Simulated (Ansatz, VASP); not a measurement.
One calculation of KCl, two programs

```
K Cl
1.0
     0.00000    3.14485    3.14485
     3.14485    0.00000    3.14485
     3.14485    3.14485    0.00000
K Cl
1 1
Direct
  0.00000 0.00000 0.00000
  0.50000 0.50000 0.50000
```

Alike in both runs: task single point; functional PBE; k mesh 8 × 8 × 8; no spin polarisation.

```csv
,VASP,Ansatz
version,VASP 6.6.1,Ansatz 0.2.0
potentials or method,"VASP PAW PBE potentials, release 64 (K_sv, Cl)","plane waves, PAW"
plane-wave cutoff (eV),520,420
occupations,"gaussian, width 0.01 eV",fixed
valence electrons in the cell,16,16
```

```tsv
	VASP	Ansatz	Ansatz less VASP
gap on the k mesh at the Fermi level (eV)	5.19	5.19	+0.002
pressure (GPa)	0.8	0.8	-0.02
```
